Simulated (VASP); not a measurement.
# PbS (P-6m2) in VASP: further runs

Aim: see how the results for PbS move with the level of theory and the settings. Levels: r2SCAN+D3(BJ), r2SCAN. Tasks: single point.

Everything below comes from runs of VASP 6.6.1. Logs are shortened: lines on timing, memory, paths and dates and some standing lists are left out, and cuts for length are marked.

### 1 The cell of the first run

Symmetry: P-6m2, No. 187, hexagonal system. The conventional cell has a = 4.048 Å, b = 4.048 Å, c = 3.784 Å, α = 90.00°, β = 90.00°, γ = 120.00°. Within 4.0 Å of Pb (site symmetry -6m2) lie 6 S at 3.01 Å and 2 Pb at 3.78 Å. Within 4.0 Å of S (site symmetry -6m2) lie 6 Pb at 3.01 Å and 2 S at 3.78 Å.

### 2 Single point, r2SCAN+D3(BJ)

POSCAR reads:

```
PbS
1.0
    4.0481878949      0.0000000000      0.0000000000
   -2.0240939474      3.5058335563      0.0000000000
    0.0000000000      0.0000000000      3.7841695152
Pb S
1 1
Direct
    0.0000000000      0.0000000000      0.0000000000
    0.6666666667      0.3333333333      0.5000000000
```

INCAR.step1 reads:

```
SYSTEM = PbS
ALGO = Normal ; EDIFF = 1E-4
ENCUT = 520 ; GGA = PE
ISMEAR = 0 ; LASPH = .TRUE.
LCHARG = .FALSE. ; LREAL = .FALSE.
LWAVE = .TRUE. ; NBANDS = 17
NELM = 60 ; PREC = Accurate
SIGMA = 0.05
```

INCAR.step2 reads:

```
SYSTEM = PbS
ALGO = Normal ; EDIFF = 1E-6
ENCUT = 520 ; ISIF = 2
ISMEAR = 0 ; ISTART = 1
IVDW = 12 ; LASPH = .TRUE.
LCHARG = .FALSE. ; LMIXTAU = .TRUE.
LREAL = .FALSE. ; LWAVE = .FALSE.
METAGGA = R2SCAN ; NBANDS = 17
NELM = 60 ; PREC = Accurate
SIGMA = 0.05 ; VDW_A1 = 0.49484001
VDW_A2 = 5.73083694 ; VDW_S6 = 1.0
VDW_S8 = 0.78981345
```

KPOINTS reads:

```
k-points
0
G
  10 10 10
  0 0 0
```

Potentials or basis: VASP PAW PBE potentials, release 64 (Pb_d, S).

The run is started by

```sh
$ cat potpaw_PBE.64/Pb_d/POTCAR potpaw_PBE.64/S/POTCAR > POTCAR
$ cp INCAR.step1 INCAR
$ mpirun -np 1 vasp_std > vasp.out
$ cp INCAR.step2 INCAR
$ mpirun -np 1 vasp_std > vasp.out
```

OUTCAR:

```text
SYSTEM = PbS
   EDIFF = 1E-6
   ENCUT = 520
   ISIF = 2
   ISMEAR = 0
   ISTART = 1
   IVDW = 12
   LASPH = .TRUE.
   LREAL = .FALSE.
   METAGGA = R2SCAN
   NELM = 60
   PREC = Accurate
 IVDW          = 12

 ion  position               nearest neighbor table
   1  0.000  0.000  0.000-   2 3.01   2 3.01   2 3.01   2 3.01   2 3.01   2 3.01
   2  0.667  0.333  0.500-   1 3.01   1 3.01   1 3.01   1 3.01   1 3.01   1 3.01

  LATTYP: Found a hexagonal cell.
 ALAT       =     4.0481878949
 C/A-ratio  =     0.9347810955

  Lattice vectors:

 A1 = (   4.0481878949,   0.0000000000,   0.0000000000)
 A2 = (  -2.0240939474,   3.5058335563,   0.0000000000)
 A3 = (   0.0000000000,   0.0000000000,   3.7841695152)

Analysis of symmetry for initial positions (statically):
=====================================================================
 Subroutine PRICEL returns:
 Original cell was already a primitive cell.

 Routine SETGRP: Setting up the symmetry group for a
 hexagonal supercell.

 Subroutine GETGRP returns: Found 12 space group operations
 (whereof 12 operations were pure point group operations)
 out of a pool of 24 trial point group operations.

The static configuration has the point symmetry D_3h.

Analysis of symmetry for dynamics (positions and initial velocities):
=====================================================================
 Subroutine PRICEL returns:
 Original cell was already a primitive cell.

 Routine SETGRP: Setting up the symmetry group for a
 hexagonal supercell.

 Subroutine GETGRP returns: Found 12 space group operations
 (whereof 12 operations were pure point group operations)
 out of a pool of 24 trial point group operations.

The dynamic configuration has the point symmetry D_3h.

 Subroutine INISYM returns: Found 12 space group operations
 (whereof 12 operations are pure point group operations),
 and found     1 'primitive' translations

----------------------------------------------------------------------------------------

                                     Primitive cell

  volume of cell :      53.7060

  direct lattice vectors                    reciprocal lattice vectors
     4.048187895  0.000000000  0.000000000     0.247024107  0.142619435  0.000000000
    -2.024093947  3.505833556  0.000000000     0.000000000  0.285238869  0.000000000
     0.000000000  0.000000000  3.784169515     0.000000000  0.000000000  0.264258775

  length of vectors
     4.048187895  4.048187895  3.784169515     0.285238869  0.285238869  0.264258775

  position of ions in fractional coordinates (direct lattice)
     0.000000000  0.000000000  0.000000000
     0.666666667  0.333333333  0.500000000

  ion indices of the primitive-cell ions
   primitive index   ion index
                 1           1
                 2           2

----------------------------------------------------------------------------------------

 KPOINTS: k-points

Automatic generation of k-mesh.
 Grid dimensions read from file:
 generate k-points for:   10   10   10

 Generating k-lattice:

  Cartesian coordinates                     Fractional coordinates (reciprocal lattice)
     0.024702411  0.014261943  0.000000000     0.100000000  0.000000000  0.000000000
     0.000000000  0.028523887  0.000000000     0.000000000  0.100000000  0.000000000
     0.000000000  0.000000000  0.026425877     0.000000000  0.000000000  0.100000000

  Length of vectors
     0.028523887  0.028523887  0.026425877

  Shift w.r.t. Gamma in fractional coordinates (k-lattice)
     0.000000000  0.000000000  0.000000000

 Subroutine IBZKPT returns following result:
 ===========================================

 Found     84 irreducible k-points:

 Following reciprocal coordinates:
            Coordinates               Weight
  0.000000  0.000000  0.000000      1.000000
  0.100000 -0.000000  0.000000      6.000000
  0.200000 -0.000000  0.000000      6.000000
  0.300000  0.000000  0.000000      6.000000
  0.400000  0.000000  0.000000      6.000000
  0.500000 -0.000000  0.000000      3.000000
[... 16 lines left out ...]
  0.300000  0.100000  0.100000     24.000000
  0.400000  0.100000  0.100000     24.000000
 [... further k-points ...]
   k-points           NKPTS =     84   k-points in BZ     NKDIM =     84   number of bands    NBANDS=     17
   number of dos      NEDOS =    301   number of ions     NIONS =      2
   total plane-waves  NPLWV =  25200
   dimension x,y,z NGX =    30 NGY =   30 NGZ =   28
   dimension x,y,z NGXF=    60 NGYF=   60 NGZF=   56
   ions per type =               1   1
   NGX,Y,Z   is equivalent  to a cutoff of  12.32, 12.32, 12.30 a.u.
   NGXF,Y,Z  is equivalent  to a cutoff of  24.64, 24.64, 24.60 a.u.
 SYSTEM =  PbS
   PREC   = accura    normal or accurate (medium, high low for compatibility)
   ISTART =      1    job   : 0-new  1-cont  2-samecut
   ICHARG =      0    charge: 1-file 2-atom 10-const
   ISPIN  =      1    spin polarized calculation?
   LNONCOLLINEAR =      F non collinear calculations
   LSORBIT =      F    spin-orbit coupling
   LASPH  =      T    aspherical Exc in radial PAW
   ENCUT  =  520.0 eV  38.22 Ry    6.18 a.u.   7.53  7.53  7.04*2*pi/ulx,y,z
   NELM   =     60;   NELMIN=  2; NELMDL=  0     # of ELM steps
   EDIFF  = 0.1E-05   stopping-criterion for ELM
   LREAL  =      F    real-space projection
   EDIFFG = 0.1E-04   stopping-criterion for IOM
   NSW    =      0    number of steps for IOM
   IBRION =     -1    ionic relax: 0-MD 1-quasi-New 2-CG
   NFREE  =      0    steps in history (QN), initial steepest desc. (CG)
   ISIF   =      2    stress and relaxation
   ISYM   =      2    0-nonsym 1-usesym 2-fastsym
   POTIM  = 0.5000    time-step for ionic-motion
   TEBEG  =    0.0;   TEEND  =   0.0 temperature during run
   PSTRESS=    0.0 pullay stress
   NELECT =      20.0000    total number of electrons
   NUPDOWN=      -1.0000    fix difference up-down
   EMIN   =  10.00;   EMAX   =-10.00  energy-range for DOS
   EFERMI =   0.00;   METHOD = LEGACY
   ISMEAR =     0;   SIGMA  =   0.05  broadening in eV -4-tet -1-fermi 0-gaus
   EFERMI_NEDOS =   21; number of points for ismear=-14 and -15
   IALGO  =     38    algorithm
   IMIX   =      4    mixing-type and parameters
     AMIX     =   0.40;   BMIX     =  1.00
     AMIX_MAG =   1.60;   BMIX_MAG =  1.00
  volume/ion in A,a.u.               =      26.85       181.21
  Fermi-wavevector in a.u.,A,eV,Ry     =   1.177816  2.225749 18.874678  1.387250
  Thomas-Fermi vector in A             =   2.314156
   LORBIT       =      0    0 simple, 1 ext, 2 COOP (PROOUT), +10 PAW based schemes
   METAGGA = R2SCAN    functional components
   LHFCALC =     F    Hartree Fock is set to
   AEXX    =    0.0000 exact exchange contribution
   IVDW    =    12    specifies the selected vdW correction
   LEPSILON=     F    determine dielectric tensor
   LRPA    =     F    only Hartree local field effects (RPA)
 non-spin polarized calculation
 Gauss-broadening in eV      SIGMA  =   0.05
  energy-cutoff  :      520.00
  volume of cell :       53.71
 maximum number of plane-waves:      1466
   NGX = 15   NGY = 15   NGZ = 15

 number of electron      20.0000000 magnetization

 Free energy of the ion-electron system (eV)
  ---------------------------------------------------
  ext. energy  EPLUGINS =         0.00000000
  ---------------------------------------------------
  free energy    TOTEN  =       -65.34317997 eV

  energy without entropy =      -65.34307379  energy(sigma->0) =      -65.34312688

 E-fermi :   5.2825     XC(G=0): -10.0943

 val. band max:        5.1172252834   @ k =   0.3000   0.3000   0.5000
 cond. band min:       5.3167200691   @ k =   0.3000   0.3000   0.0000
 fundamental gap:      0.1994947857
 Fermi energy:         5.2824930390

 k-point     1 :       0.0000    0.0000    0.0000
  band No.  band energies     occupation
      1     -12.2497      2.00000
      2     -12.2320      2.00000
      3     -12.2320      2.00000
      4     -12.1224      2.00000
      5     -12.1224      2.00000
      6      -8.5991      2.00000
[... 9 lines left out ...]
     16      17.0793      0.00000
     17      17.0802      0.00000

 k-point     2 :       0.1000   -0.0000    0.0000
  band No.  band energies     occupation
      1     -12.2469      2.00000
      2     -12.2346      2.00000
      3     -12.2252      2.00000
      4     -12.1260      2.00000
      5     -12.1231      2.00000
      6      -8.5156      2.00000
[... 9 lines left out ...]
     16      16.4082      0.00000
     17      16.8622      0.00000

 k-point     3 :       0.2000   -0.0000    0.0000
  band No.  band energies     occupation
      1     -12.2490      2.00000
      2     -12.2323      2.00000
      3     -12.2076      2.00000
      4     -12.1357      2.00000
      5     -12.1252      2.00000
      6      -8.2781      2.00000
[... 9 lines left out ...]
     16      16.2201      0.00000
     17      16.5545      0.00000

 k-point     4 :       0.3000    0.0000    0.0000
  band No.  band energies     occupation
      1     -12.2602      2.00000
      2     -12.2209      2.00000
      3     -12.1856      2.00000
      4     -12.1476      2.00000
      5     -12.1277      2.00000
      6      -7.9341      2.00000
[... 9 lines left out ...]
     16      16.5729      0.00000
     17      16.9189      0.00000
[... 343 lines left out ...]
      1     -12.2475      2.00000
      2     -12.2205      2.00000
      3     -12.1926      2.00000
      4     -12.1505      2.00000
      5     -12.1326      2.00000
      6      -7.9898      2.00000
[... 9 lines left out ...]
     16      15.9067      0.00000
     17      17.0269      0.00000

 k-point    23 :       0.3000    0.1000    0.1000
  band No.  band energies     occupation
      1     -12.2574      2.00000
      2     -12.2072      2.00000
      3     -12.1763      2.00000
      4     -12.1615      2.00000
      5     -12.1358      2.00000
      6      -7.6446      2.00000
[... 9 lines left out ...]
     16      16.3279      0.00000
     17      17.1783      0.00000

 k-point    24 :       0.4000    0.1000    0.1000
  band No.  band energies     occupation
      1     -12.2637      2.00000
      2     -12.1985      2.00000
      3     -12.1697      2.00000
      4     -12.1651      2.00000
      5     -12.1377      2.00000
      6      -7.3874      2.00000
[... 9 lines left out ...]
     16      16.4353      0.00000
     17      17.4124      0.00000

 [... further k-points ...]

------------------------ aborting loop because EDIFF is reached ----------------------------------------

 Edisp (eV)   -0.31881

 E8    (eV) :    -0.1130

  FORCE on cell =-STRESS in cart. coord.  units (eV):
  Direction    XX          YY          ZZ          XY          YZ          ZX
  --------------------------------------------------------------------------------------
  -------------------------------------------------------------------------------------
  Total      -0.33887    -0.33887    -0.36696    -0.00000     0.00000     0.00000
  in kB     -10.10933   -10.10933   -10.94739    -0.00000     0.00000     0.00000
  external pressure =      -10.39 kB  Pullay stress =        0.00 kB

 VOLUME and BASIS-vectors are now :
 -----------------------------------------------------------------------------
  energy-cutoff  :      520.00
  volume of cell :       53.71
      direct lattice vectors                 reciprocal lattice vectors
     4.048187895  0.000000000  0.000000000     0.247024107  0.142619435  0.000000000
    -2.024093947  3.505833556  0.000000000     0.000000000  0.285238869  0.000000000
     0.000000000  0.000000000  3.784169515     0.000000000  0.000000000  0.264258775

 POSITION                                       TOTAL-FORCE (eV/Angst)
 -----------------------------------------------------------------------------------
      0.00000      0.00000      0.00000         0.000000      0.000000      0.000000
      2.02409      1.16861      1.89208        -0.000000      0.000000      0.000000
 -----------------------------------------------------------------------------------
    total drift:                               -0.000000      0.000000      0.000000

  FREE ENERGIE OF THE ION-ELECTRON SYSTEM (eV)
  ---------------------------------------------------
  free  energy   TOTEN  =       -65.6619889009 eV

  energy  without entropy=      -65.6618827240  energy(sigma->0) =      -65.66193581
```

Wall time 3.2 min (1 thread of AMD EPYC 9R45 (Zen 5), shared host); peak memory 0.19 GiB.

Results:

| Item | Value |
| --- | --- |
| Free energy | -65.6620 eV |
| Pressure | -1.0 GPa |
| Band gap on the k mesh | zero (band 10 reaches 5.39 eV, above the bottom of band 11 at 5.12 eV) |
| Dispersion energy per atom | -0.159 eV |

Levels at points of the mesh, in eV from the Fermi level:
```
           k point  band 8  band 9  band 10  band 11  band 12  band 13
(0.00, 0.00, 0.00)   -2.43   -1.81    -1.81     3.80     3.80     5.66
(0.50, 0.00, 0.00)   -2.88   -1.80    -1.37     2.13     4.18     5.72
(0.00, 0.00, 0.50)   -1.23   -1.23     0.11     1.34     4.22     4.22
(0.50, 0.00, 0.50)   -4.32   -4.26    -1.57     2.36     3.01     3.16
```

Caveat: three body term missing; the PAW data sets were made with another functional, which shifts forces and pressure a little; spin-orbit coupling is left out, which moves the levels of the heavy elements; pairwise dispersion overbinds metals, which lowers pressure and volume.

### 3 Single point, r2SCAN+D3(BJ)

POSCAR is that of step 2.

INCAR.step1 reads:

```
ALGO = Normal
EDIFF = 1E-4
ENCUT = 520
GGA = PE
ISMEAR = 0
LASPH = True
LCHARG = False
LREAL = False
LWAVE = True
NBANDS = 17
NELM = 100
PREC = Accurate
SIGMA = 0.05
```

INCAR.step2 reads:

```
ALGO = Normal
EDIFF = 1E-6
ENCUT = 520
ISIF = 2
ISMEAR = 0
ISTART = 1
IVDW = 12
LASPH = True
LCHARG = True
LELF = True
LMIXTAU = True
LREAL = False
LVHAR = True
LWAVE = False
METAGGA = R2SCAN
NBANDS = 17
NELM = 100
PREC = Accurate
SIGMA = 0.05
VDW_A1 = 0.49484001
VDW_A2 = 5.73083694
VDW_S6 = 1.0
VDW_S8 = 0.78981345
```

KPOINTS reads:

```
k-points
0
Gamma
  10 10 10
```

Potentials or basis: VASP PAW PBE potentials, release 64 (Pb_d, S).

The run is started by

```sh
$ cat potpaw_PBE.64/Pb_d/POTCAR potpaw_PBE.64/S/POTCAR > POTCAR
$ cp INCAR.step1 INCAR
$ mpirun -np 1 vasp_std > vasp.out
$ cp INCAR.step2 INCAR
$ mpirun -np 1 vasp_std > vasp.out
```

It took 3 min on 1 thread of AMD EPYC 9R45 (Zen 5), shared host; peak memory 0.19 GiB.

It converged, with:

```yaml
Free_energy: -65.6620 eV
Pressure: -1.0 GPa
Band_gap_on_the_k_mesh: zero (band 10 reaches 5.39 eV, above the bottom of band 11 at 5.12 eV)
Dispersion_energy_per_atom: -0.159 eV
```

Stress tensor (GPa, compression positive):
```
-1.01  0.00  0.00
 0.00 -1.01  0.00
 0.00  0.00 -1.09
```

Levels at points of the mesh, in eV from the Fermi level:
```tsv
k point	band 7	band 8	band 9	band 10	band 11	band 12	band 13	band 14
(0.00, 0.00, 0.00)	-6.50	-2.43	-1.81	-1.81	3.80	3.80	5.66	7.04
(0.50, 0.00, 0.00)	-8.75	-2.88	-1.80	-1.37	2.13	4.18	5.72	5.78
(0.00, 0.00, 0.50)	-9.36	-1.23	-1.23	0.11	1.34	4.22	4.22	8.73
(0.50, 0.00, 0.50)	-7.61	-4.32	-4.26	-1.57	2.36	3.01	3.16	8.94
```

Caveat: the PAW data sets were made with another functional, which shifts forces and pressure a little; spin-orbit coupling is left out, which moves the levels of the heavy elements; pairwise dispersion overbinds metals, which lowers pressure and volume.

### 4 Single point, r2SCAN

POSCAR is that of step 3.

INCAR.step1 reads:

```
SYSTEM = PbS
PREC = Accurate
ENCUT = 520
ISMEAR = -5
SIGMA = 0.1
LREAL = .FALSE.
LASPH = .TRUE.
NELM = 60
NBANDS = 17
GGA = PE
ALGO = Normal
EDIFF = 1E-4
LWAVE = .TRUE.
LCHARG = .FALSE.
```

INCAR.step2 reads:

```
SYSTEM = PbS
PREC = Accurate
ENCUT = 520
EDIFF = 1E-6
ISMEAR = -5
SIGMA = 0.1
LREAL = .FALSE.
LASPH = .TRUE.
NELM = 60
ALGO = Normal
ISIF = 2
LWAVE = .FALSE.
LCHARG = .FALSE.
METAGGA = R2SCAN
LMIXTAU = .TRUE.
NBANDS = 17
ISTART = 1
```

KPOINTS reads:

```
Automatic mesh
0
G
  10 10 10
  0 0 0
```

The run is started by

```sh
$ cat potpaw_PBE.64/Pb_d/POTCAR potpaw_PBE.64/S/POTCAR > POTCAR
$ cp INCAR.step1 INCAR
$ mpirun -np 1 vasp_std > vasp.out
$ cp INCAR.step2 INCAR
$ mpirun -np 1 vasp_std > vasp.out
```

Run time: 2.9 min. Hardware: 1 thread of AMD EPYC 9R45 (Zen 5), shared host; peak memory 0.19 GiB.

The run converged. Its results:

```yaml
Free_energy: -65.3419 eV
Pressure: 0.1 GPa
Band_gap_on_the_k_mesh: zero (band 10 reaches 5.40 eV, above the bottom of band 11 at 5.12 eV)
```

Stress tensor (GPa, compression positive):
```
 0.15  0.00  0.00
 0.00  0.15  0.00
 0.00  0.00 -0.02
```

Levels at points of the mesh, in eV from the Fermi level:
| k point | band 6 | band 7 | band 8 | band 9 | band 10 | band 11 | band 12 | band 13 | band 14 | band 15 |
| --- | --- | --- | --- | --- | --- | --- | --- | --- | --- | --- |
| (0.00, 0.00, 0.00) | -13.83 | -6.46 | -2.38 | -1.76 | -1.76 | 3.85 | 3.85 | 5.70 | 7.09 | 7.58 |
| (0.50, 0.00, 0.00) | -12.67 | -8.70 | -2.82 | -1.76 | -1.32 | 2.17 | 4.22 | 5.77 | 5.82 | 11.56 |
| (0.00, 0.00, 0.50) | -12.68 | -9.31 | -1.17 | -1.17 | 0.16 | 1.39 | 4.27 | 4.27 | 8.78 | 8.78 |
| (0.50, 0.00, 0.50) | -11.98 | -7.56 | -4.27 | -4.22 | -1.52 | 2.40 | 3.05 | 3.21 | 8.99 | 11.47 |

Caveat: the PAW data sets were made with another functional, which shifts forces and pressure a little; spin-orbit coupling is left out, which moves the levels of the heavy elements; tetrahedron occupations give inexact forces and stress in metals.
